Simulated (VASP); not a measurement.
# CdO2 (P-3m1) in VASP: a series of runs

Runs on CdO2. Level: r2SCAN. Tasks: single point.

Program: VASP 6.6.1. These are calculated values, not measurements. Logs are shortened: lines on timing, memory, paths and dates and some standing lists are left out, and cuts for length are marked.

### Step 1. The cell of the first run

It takes space group P-3m1 (No. 164, trigonal). The conventional cell has a = 3.522 Å, b = 3.522 Å, c = 4.203 Å, α = 90.00°, β = 90.00°, γ = 120.00°. Within 3.0 Å of Cd (site symmetry -3m) lie 6 O at 2.28 Å. Within 3.0 Å of O (site symmetry 3m) lie 3 Cd at 2.28 Å and 6 O at 2.89 to 2.96 Å.

### Step 2. Single point, r2SCAN

POSCAR

```
CdO2
1.0
    3.5219751143      0.0000000000      0.0000000000
   -1.7609875572      3.0501194247      0.0000000000
    0.0000000000      0.0000000000      4.2026622072
Cd O
1 2
Direct
    0.0000000000      0.0000000000      0.0000000000
    0.6666666667      0.3333333333      0.7557810000
    0.3333333333      0.6666666667      0.2442190000
```

INCAR.step1

```
  ALGO = Normal
  EDIFF = 1E-4
  ENCUT = 520
  GGA = PE
  ISMEAR = 0
  LASPH = T
  LCHARG = F
  LREAL = F
  LWAVE = T
  NBANDS = 19
  NELM = 80
  PREC = Accurate
  SIGMA = 0.02
```

INCAR.step2

```
  ALGO = Normal
  EDIFF = 1E-6
  ENCUT = 520
  ISIF = 2
  ISMEAR = 0
  ISTART = 1
  LASPH = T
  LCHARG = F
  LMIXTAU = T
  LREAL = F
  LWAVE = F
  METAGGA = R2SCAN
  NBANDS = 19
  NELM = 80
  PREC = Accurate
  SIGMA = 0.02
```

KPOINTS

```
k-points
0
Gamma
  10 10 7
```

Potentials or basis: VASP PAW PBE potentials, release 64 (Cd, O).

On the command line:

```sh
$ cat potpaw_PBE.64/Cd/POTCAR potpaw_PBE.64/O/POTCAR > POTCAR
$ cp INCAR.step1 INCAR
$ mpirun -np 1 vasp_std > vasp.out
$ cp INCAR.step2 INCAR
$ mpirun -np 1 vasp_std > vasp.out
```

OUTCAR:

```text
EDIFF = 1E-6
   ENCUT = 520
   ISIF = 2
   ISMEAR = 0
   ISTART = 1
   LASPH = T
   LREAL = F
   METAGGA = R2SCAN
   NELM = 80
   PREC = Accurate

 ion  position               nearest neighbor table
   1  0.000  0.000  0.000-   3 2.28   2 2.28   3 2.28   2 2.28   2 2.28   3 2.28
   2  0.667  0.333  0.756-   1 2.28   1 2.28   1 2.28
   3  0.333  0.667  0.244-   1 2.28   1 2.28   1 2.28

  LATTYP: Found a hexagonal cell.
 ALAT       =     3.5219751143
 C/A-ratio  =     1.1932685697

  Lattice vectors:

 A1 = (   3.5219751143,   0.0000000000,   0.0000000000)
 A2 = (  -1.7609875572,   3.0501194247,   0.0000000000)
 A3 = (   0.0000000000,   0.0000000000,   4.2026622072)

Analysis of symmetry for initial positions (statically):
=====================================================================
 Subroutine PRICEL returns:
 Original cell was already a primitive cell.

 Routine SETGRP: Setting up the symmetry group for a
 hexagonal supercell.

 Subroutine GETGRP returns: Found 12 space group operations
 (whereof 12 operations were pure point group operations)
 out of a pool of 24 trial point group operations.

The static configuration has the point symmetry D_3d.

Analysis of symmetry for dynamics (positions and initial velocities):
=====================================================================
 Subroutine PRICEL returns:
 Original cell was already a primitive cell.

 Routine SETGRP: Setting up the symmetry group for a
 hexagonal supercell.

 Subroutine GETGRP returns: Found 12 space group operations
 (whereof 12 operations were pure point group operations)
 out of a pool of 24 trial point group operations.

The dynamic configuration has the point symmetry D_3d.

 Subroutine INISYM returns: Found 12 space group operations
 (whereof 12 operations are pure point group operations),
 and found     1 'primitive' translations

----------------------------------------------------------------------------------------

                                     Primitive cell

  volume of cell :      45.1469

  direct lattice vectors                    reciprocal lattice vectors
     3.521975114  0.000000000  0.000000000     0.283931592  0.163928008  0.000000000
    -1.760987557  3.050119425  0.000000000     0.000000000  0.327856015  0.000000000
     0.000000000  0.000000000  4.202662207     0.000000000  0.000000000  0.237944415

  length of vectors
     3.521975114  3.521974685  4.202662207     0.327855975  0.327856015  0.237944415

  position of ions in fractional coordinates (direct lattice)
     0.000000000  0.000000000  0.000000000
     0.666666667  0.333333333  0.755781000
     0.333333333  0.666666667  0.244219000

  ion indices of the primitive-cell ions
   primitive index   ion index
                 1           1
                 2           2
                 3           3

----------------------------------------------------------------------------------------

 KPOINTS: k-points

Automatic generation of k-mesh.
 Grid dimensions read from file:
 generate k-points for:   10   10    7

 Generating k-lattice:

  Cartesian coordinates                     Fractional coordinates (reciprocal lattice)
     0.028393159  0.016392801  0.000000000     0.100000000  0.000000000  0.000000000
     0.000000000  0.032785602  0.000000000     0.000000000  0.100000000  0.000000000
     0.000000000  0.000000000  0.033992059     0.000000000  0.000000000  0.142857143

  Length of vectors
     0.032785598  0.032785602  0.033992059

  Shift w.r.t. Gamma in fractional coordinates (k-lattice)
     0.000000000  0.000000000  0.000000000

 Subroutine IBZKPT returns following result:
 ===========================================

 Found     80 irreducible k-points:

 Following reciprocal coordinates:
            Coordinates               Weight
  0.000000  0.000000  0.000000      1.000000
  0.100000  0.000000  0.000000      6.000000
  0.200000  0.000000  0.000000      6.000000
  0.300000  0.000000  0.000000      6.000000
  0.400000  0.000000  0.000000      6.000000
  0.500000  0.000000  0.000000      3.000000
[... 16 lines left out ...]
  0.000000  0.400000  0.142857      6.000000
  0.500000  0.000000  0.142857      6.000000
 [... further k-points ...]
   k-points           NKPTS =     80   k-points in BZ     NKDIM =     80   number of bands    NBANDS=     19
   number of dos      NEDOS =    301   number of ions     NIONS =      3
   total plane-waves  NPLWV =  25088
   dimension x,y,z NGX =    28 NGY =   28 NGZ =   32
   dimension x,y,z NGXF=    56 NGYF=   56 NGZF=   64
   ions per type =               1   2
   NGX,Y,Z   is equivalent  to a cutoff of  13.22, 13.22, 12.66 a.u.
   NGXF,Y,Z  is equivalent  to a cutoff of  26.43, 26.43, 25.32 a.u.
 SYSTEM =  unknown system
   PREC   = accura    normal or accurate (medium, high low for compatibility)
   ISTART =      1    job   : 0-new  1-cont  2-samecut
   ICHARG =      0    charge: 1-file 2-atom 10-const
   ISPIN  =      1    spin polarized calculation?
   LNONCOLLINEAR =      F non collinear calculations
   LSORBIT =      F    spin-orbit coupling
   LASPH  =      T    aspherical Exc in radial PAW
   ENCUT  =  520.0 eV  38.22 Ry    6.18 a.u.   6.55  6.55  7.81*2*pi/ulx,y,z
   NELM   =     80;   NELMIN=  2; NELMDL=  0     # of ELM steps
   EDIFF  = 0.1E-05   stopping-criterion for ELM
   LREAL  =      F    real-space projection
   EDIFFG = 0.1E-04   stopping-criterion for IOM
   NSW    =      0    number of steps for IOM
   IBRION =     -1    ionic relax: 0-MD 1-quasi-New 2-CG
   NFREE  =      0    steps in history (QN), initial steepest desc. (CG)
   ISIF   =      2    stress and relaxation
   ISYM   =      2    0-nonsym 1-usesym 2-fastsym
   POTIM  = 0.5000    time-step for ionic-motion
   TEBEG  =    0.0;   TEEND  =   0.0 temperature during run
   PSTRESS=    0.0 pullay stress
   NELECT =      24.0000    total number of electrons
   NUPDOWN=      -1.0000    fix difference up-down
   EMIN   =  10.00;   EMAX   =-10.00  energy-range for DOS
   EFERMI =   0.00;   METHOD = LEGACY
   ISMEAR =     0;   SIGMA  =   0.02  broadening in eV -4-tet -1-fermi 0-gaus
   EFERMI_NEDOS =   21; number of points for ismear=-14 and -15
   IALGO  =     38    algorithm
   IMIX   =      4    mixing-type and parameters
     AMIX     =   0.40;   BMIX     =  1.00
     AMIX_MAG =   1.60;   BMIX_MAG =  1.00
  volume/ion in A,a.u.               =      15.05       101.56
  Fermi-wavevector in a.u.,A,eV,Ry     =   1.326181  2.506118 23.929318  1.758755
  Thomas-Fermi vector in A             =   2.455587
   LORBIT       =      0    0 simple, 1 ext, 2 COOP (PROOUT), +10 PAW based schemes
   METAGGA = R2SCAN    functional components
   LHFCALC =     F    Hartree Fock is set to
   AEXX    =    0.0000 exact exchange contribution
   IVDW    =     0    specifies the selected vdW correction
   LEPSILON=     F    determine dielectric tensor
   LRPA    =     F    only Hartree local field effects (RPA)
 non-spin polarized calculation
 Gauss-broadening in eV      SIGMA  =   0.02
  energy-cutoff  :      520.00
  volume of cell :       45.15
 maximum number of plane-waves:      1252
 NGX is ok and might be reduce to    28
   NGX = 13   NGY = 13   NGZ = 15

 number of electron      23.9999998 magnetization

 Free energy of the ion-electron system (eV)
  ---------------------------------------------------
  ext. energy  EPLUGINS =         0.00000000
  ---------------------------------------------------
  free energy    TOTEN  =       -31.64245423 eV

  energy without entropy =      -31.64131838  energy(sigma->0) =      -31.64188631

 E-fermi :  -1.2362     XC(G=0): -10.5371

 val. band max:       -1.2374382585   @ k =   0.3000   0.0000   0.4286
 cond. band min:      -1.2284663655   @ k =   0.1000   0.0000   0.1429
 fundamental gap:      0.0089718930
 Fermi energy:        -1.2362386546

 k-point     1 :       0.0000    0.0000    0.0000
  band No.  band energies     occupation
      1     -19.1777      2.00000
      2     -17.9414      2.00000
      3      -8.4766      2.00000
      4      -8.4766      2.00000
      5      -8.1607      2.00000
      6      -7.6265      2.00000
[... 11 lines left out ...]
     18      13.8867      0.00000
     19      17.5299      0.00000

 k-point     2 :       0.1000    0.0000    0.0000
  band No.  band energies     occupation
      1     -19.1304      2.00000
      2     -17.9731      2.00000
      3      -8.4309      2.00000
      4      -8.3927      2.00000
      5      -8.1197      2.00000
      6      -7.6467      2.00000
[... 11 lines left out ...]
     18      13.8255      0.00000
     19      17.0838      0.00000

 k-point     3 :       0.2000    0.0000    0.0000
  band No.  band energies     occupation
      1     -19.0004      2.00000
      2     -18.0586      2.00000
      3      -8.3155      2.00000
      4      -8.1906      2.00000
      5      -7.9995      2.00000
      6      -7.6907      2.00000
[... 11 lines left out ...]
     18      13.6376      0.00000
     19      15.4119      0.00000

 k-point     4 :       0.3000    0.0000    0.0000
  band No.  band energies     occupation
      1     -18.8211      2.00000
      2     -18.1751      2.00000
      3      -8.1959      2.00000
      4      -8.0653      2.00000
      5      -7.8020      2.00000
      6      -7.6619      2.00000
[... 11 lines left out ...]
     18      13.9826      0.00000
     19      14.0688      0.00000

 k-point     5 :       0.4000    0.0000    0.0000
  band No.  band energies     occupation
      1     -18.6368      2.00000
      2     -18.3024      2.00000
      3      -8.1360      2.00000
      4      -8.0871      2.00000
      5      -7.7086      2.00000
      6      -7.5321      2.00000
[... 11 lines left out ...]
     18      13.0983      0.00000
     19      14.2009      0.00000

 k-point     6 :       0.5000    0.0000    0.0000
  band No.  band energies     occupation
      1     -18.5153      2.00000
      2     -18.4002      2.00000
      3      -8.1235      2.00000
      4      -8.1148      2.00000
      5      -7.6771      2.00000
      6      -7.4832      2.00000
[... 11 lines left out ...]
     18      12.9894      0.00000
     19      14.2592      0.00000

 k-point     7 :       0.1000    0.1000    0.0000
  band No.  band energies     occupation
      1     -19.0419      2.00000
      2     -18.0315      2.00000
      3      -8.3513      2.00000
      4      -8.2421      2.00000
      5      -8.0453      2.00000
      6      -7.6758      2.00000
[... 11 lines left out ...]
     18      13.6989      0.00000
     19      16.0104      0.00000

 k-point     8 :       0.2000    0.1000    0.0000
  band No.  band energies     occupation
      1     -18.8879      2.00000
      2     -18.1307      2.00000
      3      -8.2298      2.00000
      4      -8.0507      2.00000
      5      -7.9091      2.00000
      6      -7.6916      2.00000
[... 256 lines left out ...]
 k-point    20 :       0.3000    0.0000    0.1429
  band No.  band energies     occupation
      1     -18.7789      2.00000
      2     -18.2184      2.00000
      3      -8.1902      2.00000
      4      -8.0399      2.00000
      5      -7.8193      2.00000
      6      -7.6390      2.00000
[... 11 lines left out ...]
     18      13.8687      0.00000
     19      15.2308      0.00000

 k-point    21 :       0.0000    0.3000    0.1429
  band No.  band energies     occupation
      1     -18.8032      2.00000
      2     -18.1877      2.00000
      3      -8.2125      2.00000
      4      -8.1180      2.00000
      5      -7.7540      2.00000
      6      -7.6922      2.00000
[... 11 lines left out ...]
     18      14.0716      0.00000
     19      15.3199      0.00000

 k-point    22 :       0.4000    0.0000    0.1429
  band No.  band energies     occupation
      1     -18.5962      2.00000
      2     -18.3404      2.00000
      3      -8.1393      2.00000
      4      -8.0899      2.00000
      5      -7.6893      2.00000
      6      -7.5351      2.00000
[... 11 lines left out ...]
     18      14.1192      0.00000
     19      14.9410      0.00000

 k-point    23 :       0.0000    0.4000    0.1429
  band No.  band energies     occupation
      1     -18.6397      2.00000
      2     -18.2913      2.00000
      3      -8.1528      2.00000
      4      -8.1251      2.00000
      5      -7.6848      2.00000
      6      -7.5301      2.00000
[... 11 lines left out ...]
     18      14.2426      0.00000
     19      14.9629      0.00000

 k-point    24 :       0.5000    0.0000    0.1429
  band No.  band energies     occupation
      1     -18.5122      2.00000
      2     -18.3972      2.00000
      3      -8.1368      2.00000
      4      -8.1351      2.00000
      5      -7.6531      2.00000
      6      -7.4837      2.00000
[... 11 lines left out ...]
     18      14.2387      0.00000
     19      14.8455      0.00000

 [... further k-points ...]
[... 5 lines left out ...]
  --------------------------------------------------------------------------------------
  -------------------------------------------------------------------------------------
  Total       -3.2157941     -3.2157931     -2.8719727      0.0000000     -0.0000000     -0.0000000
  in kB     -114.1224827   -114.1224456   -101.9209059      0.0000000     -0.0000000     -0.0000000
  external PRESSURE =    -110.0552781 kB  Pullay stress =       0.0000000 kB

 VOLUME and BASIS-vectors are now :
 -----------------------------------------------------------------------------
  energy-cutoff  :      520.00
  volume of cell :       45.15
      direct lattice vectors                 reciprocal lattice vectors
     3.521975114  0.000000000  0.000000000     0.283931592  0.163928008  0.000000000
    -1.760987557  3.050119425  0.000000000     0.000000000  0.327856015  0.000000000
     0.000000000  0.000000000  4.202662207     0.000000000  0.000000000  0.237944415

 POSITION                                       TOTAL-FORCE (eV/Angst)
 -----------------------------------------------------------------------------------
      0.00000      0.00000      0.00000         0.000000      0.000000      0.000000
      1.76099      1.01671      3.17629         0.000000      0.000000      0.310226
     -0.00000      2.03341      1.02637        -0.000000     -0.000000     -0.310226
 -----------------------------------------------------------------------------------
    total drift:                                0.000000     -0.000000      0.000000

  FREE ENERGIE OF THE ION-ELECTRON SYSTEM (eV)
  ---------------------------------------------------
  free  energy   TOTEN  =       -31.6424542309 eV

  energy  without entropy=      -31.6413183806  energy(sigma->0) =      -31.64188631
```

Wall time 4.8 min (1 thread of Intel Xeon 8259CL, shared host); peak memory 0.21 GiB.

What came out:

```yaml
Free_energy: -31.6425 eV
Pressure: -11.0 GPa
Largest_force: 0.310 eV/Å
Band_gap_on_the_k_mesh: zero (bands 12 and 13 overlap by 0.66 eV)
```

Forces in eV/Å, atoms in the order of the input:
```
Cd   0.000  0.000  0.000
O    0.000  0.000  0.310
O    0.000  0.000 -0.310
```

Stress tensor (GPa, compression positive):
```
-11.41   0.00   0.00
  0.00 -11.41   0.00
  0.00   0.00 -10.19
```

Levels at points of the mesh, in eV from the Fermi level:
```csv
k point,band 8,band 9,band 10,band 11,band 12,band 13,band 14,band 15,band 16,band 17
"(0.00, 0.00, 0.00)",-2.12,-0.85,-0.85,-0.10,-0.10,0.08,3.69,9.12,14.34,14.34
"(0.50, 0.00, 0.00)",-3.23,-2.17,-2.12,-1.42,-0.16,0.34,7.65,9.60,13.33,13.47
```

Caveat: the cell stands under tension; semilocal functionals underestimate gaps, and a narrow one can read as zero; the PAW data sets were made with another functional, which shifts forces and pressure a little.

### Step 3. Single point, r2SCAN

This run uses another cell than the first one, of 15.34 Å³/atom.

POSCAR

```
CdO2
1.0
    3.5444086817      0.0000000000      0.0000000000
   -1.7722043408      3.0695474607      0.0000000000
    0.0000000000      0.0000000000      4.2294314780
Cd O
1 2
Direct
    0.0000000000      0.0000000000      0.0000000000
    0.6666666667      0.3333333333      0.7557810000
    0.3333333333      0.6666666667      0.2442190000
```

INCAR.step1

```
PREC = Accurate
ENCUT = 520
ISMEAR = 0
SIGMA = 0.02
LREAL = F
LASPH = T
NELM = 60
NBANDS = 19
GGA = PE
ALGO = Normal
EDIFF = 1E-4
LWAVE = T
LCHARG = F
```

INCAR.step2

```
PREC = Accurate
ENCUT = 520
EDIFF = 1E-6
ISMEAR = 0
SIGMA = 0.02
LREAL = F
LASPH = T
NELM = 60
ALGO = Normal
ISIF = 2
LWAVE = F
LCHARG = F
METAGGA = R2SCAN
LMIXTAU = T
NBANDS = 19
ISTART = 1
```

KPOINTS

```
Automatic mesh
0
Gamma
  10 10 7
```

Potentials or basis: VASP PAW PBE potentials, release 64 (Cd, O).

On the command line:

```sh
$ cat potpaw_PBE.64/Cd/POTCAR potpaw_PBE.64/O/POTCAR > POTCAR
$ cp INCAR.step1 INCAR
$ mpirun -np 1 vasp_std > vasp.out
$ cp INCAR.step2 INCAR
$ mpirun -np 1 vasp_std > vasp.out
```

It took 5.2 min on 1 thread of Intel Xeon 8259CL, shared host; peak memory 0.21 GiB.

It converged, with:

* Free energy: -31.5810 eV
* Pressure: -12.0 GPa
* Largest force: 0.397 eV/Å
* Band gap on the k mesh: zero (bands 12 and 13 overlap by 0.64 eV)

Forces in eV/Å, atoms in the order of the input:
```
Cd   0.000  0.000  0.000
O    0.000  0.000  0.397
O    0.000  0.000 -0.397
```

Stress tensor (GPa, compression positive):
```
-12.63   0.00   0.00
  0.00 -12.63   0.00
  0.00   0.00 -10.77
```

Levels at points of the mesh, in eV from the Fermi level:
```tsv
k point	band 10	band 11	band 12	band 13	band 14	band 15
(0.00, 0.00, 0.00)	-0.82	-0.11	-0.11	0.09	3.62	9.08
(0.50, 0.00, 0.00)	-2.05	-1.36	-0.15	0.33	7.52	9.50
```

Caveat: the cell stands under tension; semilocal functionals underestimate gaps, and a narrow one can read as zero; the PAW data sets were made with another functional, which shifts forces and pressure a little.
